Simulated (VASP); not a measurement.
# F (C2/m) in VASP: further runs

F is run at these levels: PBEsol; tasks: single point.

All numbers are computed with VASP 6.6.1; they aren't measurements. Logs are shortened: lines on timing, memory, paths and dates and some standing lists are left out, and cuts for length are marked.

### 1 The cell of the first run

The structure is monoclinic, space group C2/m (No. 12). Conventional cell: a = 6.443 Å, b = 3.692 Å, c = 7.778 Å, α = 90.00°, β = 112.50°, γ = 90.00°. Within 1.7 Å of F (site symmetry m) lie 1 F at 1.25 Å. Within 1.9 Å of F (site symmetry m) lie 1 F at 1.45 Å.

### 2 Single point, PBEsol

Input file INCAR:

```
SYSTEM = F
PREC = Accurate ; ENCUT = 520
EDIFF = 1E-7 ; ISMEAR = 0
SIGMA = 0.05 ; LREAL = .FALSE.
LASPH = .TRUE. ; NELM = 100
ALGO = Normal ; ISIF = 2
LWAVE = .FALSE. ; LCHARG = .TRUE.
GGA = PS ; LELF = .TRUE.
LVHAR = .TRUE. ; NBANDS = 22
```

Input file KPOINTS:

```
Automatic mesh
0
G
  4 4 2
  0 0 0
```

Input file POSCAR:

```
F
1.0
    3.2121621389     -1.8461396707     -0.2477496550
    3.2121621389      1.8461396707     -0.2477496550
   -2.4153005499      0.0000000000      7.3932836948
F
4
Direct
    0.0848459664      0.0848459664      0.0740235354
    0.9151540336      0.9151540336      0.9259764646
    0.5015719855      0.5015719855      0.5937195244
    0.4984280145      0.4984280145      0.4062804756
```

Potentials or basis: VASP PAW PBE potentials, release 64 (F).

The run is started by

```bash
cat potpaw_PBE.64/F/POTCAR > POTCAR
mpirun -np 1 vasp_std > vasp.out
```

OUTCAR:

```text
SYSTEM = F
   PREC = Accurate
   ENCUT = 520
   EDIFF = 1E-7
   ISMEAR = 0
   LREAL = .FALSE.
   LASPH = .TRUE.
   NELM = 100
   ISIF = 2
   GGA = PS

 ion  position               nearest neighbor table
   1  0.085  0.085  0.074-   2 1.25
   2  0.915  0.915  0.926-   1 1.25
   3  0.502  0.502  0.594-   4 1.45
   4  0.498  0.498  0.406-   3 1.45

  LATTYP: Found a base centered monoclinic cell.
 ALAT       =     6.4434045343
 B/A-ratio  =     0.5730323654
 C/A-ratio  =     1.2070962569
 COS(beta)  =    -0.3827161857

  Lattice vectors:

 A1 = (   3.2121621389,  -1.8461396707,  -0.2477496550)
 A2 = (   3.2121621389,   1.8461396707,  -0.2477496550)
 A3 = (  -2.4153005499,   0.0000000000,   7.3932836948)

Analysis of symmetry for initial positions (statically):
=====================================================================
 Subroutine PRICEL returns:
 Original cell was already a primitive cell.

 Routine SETGRP: Setting up the symmetry group for a
 base centered monoclinic supercell.

 Subroutine GETGRP returns: Found  4 space group operations
 (whereof  4 operations were pure point group operations)
 out of a pool of  4 trial point group operations.

The static configuration has the point symmetry C_2h.

Analysis of symmetry for dynamics (positions and initial velocities):
=====================================================================
 Subroutine PRICEL returns:
 Original cell was already a primitive cell.

 Routine SETGRP: Setting up the symmetry group for a
 base centered monoclinic supercell.

 Subroutine GETGRP returns: Found  4 space group operations
 (whereof  4 operations were pure point group operations)
 out of a pool of  4 trial point group operations.

The dynamic configuration has the point symmetry C_2h.

 Subroutine INISYM returns: Found  4 space group operations
 (whereof  4 operations are pure point group operations),
 and found     1 'primitive' translations

----------------------------------------------------------------------------------------

                                     Primitive cell

  volume of cell :      85.4764

[... 75 lines left out ...]
   ISPIN  =      1    spin polarized calculation?
   LNONCOLLINEAR =      F non collinear calculations
   LSORBIT =      F    spin-orbit coupling
   LASPH  =      T    aspherical Exc in radial PAW
   ENCUT  =  520.0 eV  38.22 Ry    6.18 a.u.   6.90  6.90 14.46*2*pi/ulx,y,z
   NELM   =    100;   NELMIN=  2; NELMDL= -5     # of ELM steps
   EDIFF  = 0.1E-06   stopping-criterion for ELM
   LREAL  =      F    real-space projection
   EDIFFG = 0.1E-05   stopping-criterion for IOM
   NSW    =      0    number of steps for IOM
   IBRION =     -1    ionic relax: 0-MD 1-quasi-New 2-CG
   NFREE  =      0    steps in history (QN), initial steepest desc. (CG)
   ISIF   =      2    stress and relaxation
   ISYM   =      2    0-nonsym 1-usesym 2-fastsym
   POTIM  = 0.5000    time-step for ionic-motion
   TEBEG  =    0.0;   TEEND  =   0.0 temperature during run
   PSTRESS=    0.0 pullay stress
   NELECT =      28.0000    total number of electrons
   NUPDOWN=      -1.0000    fix difference up-down
   EMIN   =  10.00;   EMAX   =-10.00  energy-range for DOS
   EFERMI =   0.00;   METHOD = LEGACY
   ISMEAR =     0;   SIGMA  =   0.05  broadening in eV -4-tet -1-fermi 0-gaus
   EFERMI_NEDOS =   21; number of points for ismear=-14 and -15
   IALGO  =     38    algorithm
   IMIX   =      4    mixing-type and parameters
     AMIX     =   0.40;   BMIX     =  1.00
     AMIX_MAG =   1.60;   BMIX_MAG =  1.00
  volume/ion in A,a.u.               =      21.37       144.21
  Fermi-wavevector in a.u.,A,eV,Ry     =   1.128527  2.132608 17.328027  1.273574
  Thomas-Fermi vector in A             =   2.265218
   LORBIT       =      0    0 simple, 1 ext, 2 COOP (PROOUT), +10 PAW based schemes
   GGA     = PS    functional components
   LHFCALC =     F    Hartree Fock is set to
   AEXX    =    0.0000 exact exchange contribution
   IVDW    =     0    specifies the selected vdW correction
   LEPSILON=     F    determine dielectric tensor
   LRPA    =     F    only Hartree local field effects (RPA)
 non-spin polarized calculation
 Gauss-broadening in eV      SIGMA  =   0.05
  energy-cutoff  :      520.00
  volume of cell :       85.48
 maximum number of plane-waves:      2320
   NGX = 13   NGY = 13   NGZ = 29

 number of electron      27.9999977 magnetization

 Free energy of the ion-electron system (eV)
  ---------------------------------------------------
  ext. energy  EPLUGINS =         0.00000000
  ---------------------------------------------------
  free energy    TOTEN  =        -7.05835802 eV

  energy without entropy =       -7.05835802  energy(sigma->0) =       -7.05835802

 E-fermi :  -5.2456     XC(G=0):  -6.2730

 val. band max:       -5.5094498583   @ k =   0.5000   0.5000   0.0000
 cond. band min:      -3.4812536401   @ k =   0.0000   0.0000   0.0000
 fundamental gap:      2.0281962182
 Fermi energy:        -5.2455568220

 k-point     1 :       0.0000    0.0000    0.0000
  band No.  band energies     occupation
      1     -33.9349      2.00000
      2     -30.4442      2.00000
      3     -24.7226      2.00000
      4     -23.3001      2.00000
      5     -13.1908      2.00000
      6     -12.1951      2.00000
[... 339 lines left out ...]
     21       8.1844      0.00000
     22       8.4573      0.00000

------------------------ aborting loop because EDIFF is reached ----------------------------------------

  FORCE on cell =-STRESS in cart. coord.  units (eV):
  Direction    XX          YY          ZZ          XY          YZ          ZX
  --------------------------------------------------------------------------------------
  -------------------------------------------------------------------------------------
  Total        3.9959184     -0.2817169      6.4518231      0.0000000      0.0000000      6.6470340
  in kB       74.8998534     -5.2805274    120.9335525      0.0000000      0.0000000    124.5926024
  external PRESSURE =      63.5176262 kB  Pullay stress =       0.0000000 kB

 VOLUME and BASIS-vectors are now :
 -----------------------------------------------------------------------------
  energy-cutoff  :      520.00
  volume of cell :       85.48
      direct lattice vectors                 reciprocal lattice vectors
     3.212162139 -1.846139671 -0.247749655     0.159681904 -0.270835413  0.052166237
     3.212162139  1.846139671 -0.247749655     0.159681904  0.270835413  0.052166237
    -2.415300550  0.000000000  7.393283695     0.010701912  0.000000000  0.138754088

 POSITION                                       TOTAL-FORCE (eV/Angst)
 -----------------------------------------------------------------------------------
      0.36629      0.00000      0.50524         5.998907      0.000000      8.350253
      3.64273      0.00000      6.39255        -5.998907      0.000000     -8.350253
      1.78825      0.00000      4.14101         0.364641      0.000000     -1.242221
      2.22077      0.00000      2.75678        -0.364641      0.000000      1.242221
 -----------------------------------------------------------------------------------
    total drift:                                0.000000     -0.000000     -0.000000

  FREE ENERGIE OF THE ION-ELECTRON SYSTEM (eV)
  ---------------------------------------------------
  free  energy   TOTEN  =        -7.0583580231 eV

  energy  without entropy=       -7.0583580231  energy(sigma->0) =       -7.05835802
```

OSZICAR:

```text
N       E                     dE             d eps       ncg     rms          rms(c)
DAV:   1     0.183524819074E+03    0.18352E+03   -0.14827E+04   624   0.114E+03
DAV:   2     0.935201247241E+00   -0.18259E+03   -0.17695E+03   832   0.278E+02
DAV:   3    -0.888246698108E+01   -0.98177E+01   -0.97718E+01   724   0.645E+01
DAV:   4    -0.894379528188E+01   -0.61328E-01   -0.61318E-01   674   0.578E+00
DAV:   5    -0.894419084541E+01   -0.39556E-03   -0.39556E-03   728   0.443E-01    0.113E+01
DAV:   6    -0.752188442016E+01    0.14223E+01   -0.56602E-01   634   0.761E+00    0.633E+00
DAV:   7    -0.705981950787E+01    0.46206E+00   -0.73773E-01   634   0.817E+00    0.789E-01
DAV:   8    -0.705817079164E+01    0.16487E-02   -0.92715E-02   652   0.207E+00    0.148E-01
DAV:   9    -0.705832966780E+01   -0.15888E-03   -0.10837E-03   698   0.254E-01    0.751E-02
DAV:  10    -0.705837804525E+01   -0.48377E-04   -0.26787E-04   662   0.136E-01    0.267E-02
DAV:  11    -0.705836330620E+01    0.14739E-04   -0.58254E-05   678   0.647E-02    0.152E-02
DAV:  12    -0.705835975847E+01    0.35477E-05   -0.63570E-06   676   0.204E-02    0.849E-03
DAV:  13    -0.705835792220E+01    0.18363E-05   -0.50107E-06   754   0.169E-02    0.193E-03
DAV:  14    -0.705835806139E+01   -0.13919E-06   -0.28068E-07   658   0.445E-03    0.155E-03
DAV:  15    -0.705835802315E+01    0.38246E-07   -0.21141E-08   428   0.131E-03
   1 F= -.70583580E+01 E0= -.70583580E+01  d E =-.871167E-15
```

It took 13 s on 1 thread of Intel Xeon 6975P-C (Granite Rapids), shared host; peak memory 0.19 GiB.

What came out:

- Free energy: -7.0584 eV
- Pressure: 6.4 GPa
- Largest force: 10.282 eV/Å
- Band gap on the k mesh: 2.03 eV, indirect (least direct gap 2.08 eV)

Forces in eV/Å, atoms in the order of the input:
```
F    5.999  0.000  8.350
F   -5.999  0.000 -8.350
F    0.365  0.000 -1.242
F   -0.365  0.000  1.242
```

Stress tensor (GPa, compression positive):
```
 7.49  0.00 12.46
 0.00 -0.53  0.00
12.46  0.00 12.09
```

Caveat: the k points lie up to 0.50 Å⁻¹ apart; the standard files for N, O and F lose accuracy on very short bonds; the PAW data sets were made with another functional, which shifts forces and pressure a little. A k mesh can miss the band edges.

### 3 Single point, PBEsol

Input file INCAR:

```
SYSTEM = F
PREC     = Accurate       ! precision mode
ENCUT    = 520            ! plane-wave cutoff, eV
EDIFF    = 1E-6           ! SCF threshold, eV
ISMEAR   = 0              ! smearing method
SIGMA    = 0.05           ! smearing width, eV
LREAL    = .FALSE.        ! projectors in reciprocal space
LASPH    = .TRUE.         ! aspherical terms in the spheres
NELM     = 60             ! most SCF steps
ALGO     = Normal         ! electronic algorithm
ISIF     = 2              ! what is computed and relaxed
LWAVE    = .FALSE.        ! write WAVECAR
LCHARG   = .FALSE.        ! write CHGCAR
GGA      = PS             ! functional
NBANDS   = 22             ! bands
```

Input file KPOINTS:

```
regular mesh
0
G
  4 4 2
  0 0 0
```

POSCAR: that of step 2 with these lines changed.

```diff
@@ -8,4 +8,4 @@
 Direct
-    0.0848459664      0.0848459664      0.0740235354
-    0.9151540336      0.9151540336      0.9259764646
+    0.0848459664      0.0848459664      0.1059920108
+    0.9151540336      0.9151540336      0.8940079892
     0.5015719855      0.5015719855      0.5937195244
```

Potentials or basis: VASP PAW PBE potentials, release 64 (F).

The run is started by

```bash
cat potpaw_PBE.64/F/POTCAR > POTCAR
mpirun -np 1 vasp_std > vasp.out
```

Run time: 11 s. Hardware: 1 thread of Intel Xeon 6975P-C (Granite Rapids), shared host; peak memory 0.19 GiB.

It converged, with:

| Item | Value |
| --- | --- |
| Free energy | -7.3679 eV |
| Pressure | -5.5 GPa |
| Largest force | 3.645 eV/Å |
| Band gap on the k mesh | 1.50 eV, indirect (least direct gap 1.57 eV) |

Forces on the atoms (eV/Å):
```
F   -1.292  0.000 -3.408
F    1.292  0.000  3.408
F    0.430  0.000 -1.215
F   -0.430  0.000  1.215
```

Stress tensor (GPa, compression positive):
```
 -2.50   0.00  -2.88
  0.00  -0.53   0.00
 -2.88   0.00 -13.59
```

Levels at points of the mesh, in eV from the valence-band top:
```
           k point  band 12  band 13  band 14  band 15  band 16  band 17
(0.00, 0.00, 0.00)    -0.14    -0.08    -0.07     1.50     2.92     8.88
(0.50, 0.00, 0.00)    -0.26    -0.20    -0.19     1.63     2.91    12.55
(0.50, 0.50, 0.00)    -0.25    -0.14     0.00     1.60     2.89    12.91
(0.00, 0.00, 0.50)    -0.17    -0.13    -0.09     1.57     2.85     9.57
(0.50, 0.00, 0.50)    -0.29    -0.16    -0.04     1.59     2.92    12.51
(0.50, 0.50, 0.50)    -0.28    -0.15    -0.10     1.64     2.91    12.52
```

Caveat: the k points lie up to 0.50 Å⁻¹ apart; the PAW data sets were made with another functional, which shifts forces and pressure a little. A k mesh can miss the band edges.
